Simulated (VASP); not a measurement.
Wanted: the native input for a VASP 6.6.1 run.

- Task: single point
- Functional: LDA
- Potentials or basis: VASP PAW LDA potentials, release 64 (In_d)
- Cutoff: 520 eV
- k mesh: 14 × 14 × 4
- Occupations: fermi-dirac, width 0.05 eV
- Spin: no spin polarisation
- Dipole correction: no
- Further INCAR settings: ALGO = Normal; EDIFF = 1e-06; NBANDS = 34

The structure of In lies in POSCAR:

```
In
1.0
    3.3638438630      0.0000000000      0.0000000000
   -1.6819219315      2.9131742397      0.0000000000
    0.0000000000      0.0000000000     10.7997083600
In
4
Direct
    0.6666666667      0.3333333333      0.7592595093
    0.0000000000      0.0000000000      0.5000000000
    0.3333333333      0.6666666667      0.2500000000
    0.0000000000      0.0000000000      0.0000000000
```

One way to write it, as run:

INCAR

```
SYSTEM = In
PREC = Accurate
ENCUT = 520
EDIFF = 1E-6
ISMEAR = -1
SIGMA = 0.05
LREAL = .False.
LASPH = .True.
NELM = 60
ALGO = Normal
ISIF = 2
LWAVE = .False.
LCHARG = .True.
GGA = CA
LELF = .True.
LVHAR = .True.
NBANDS = 34
```

KPOINTS

```
regular mesh
0
Gamma
  14 14 4
  0 0 0
```

Potentials or basis: VASP PAW LDA potentials, release 64 (In_d).

Command:

```console
$ cat potpaw_LDA.64/In_d/POTCAR > POTCAR
$ mpirun -np 1 vasp_std > vasp.out
```

Results of the run:

```
Pressure               : -2.8 GPa
Largest force          : 0.220 eV/Å
Band gap on the k mesh : zero (band 26 reaches 10.70 eV, above the bottom of band 27 at 5.89 eV)
```

Caveat: spin-orbit coupling is left out, which moves the levels of the heavy elements.

Wall time 3.8 min on 1 thread of Oxide Virtual Turin-like Processor, with other jobs on the host, peak memory 0.31 GiB.
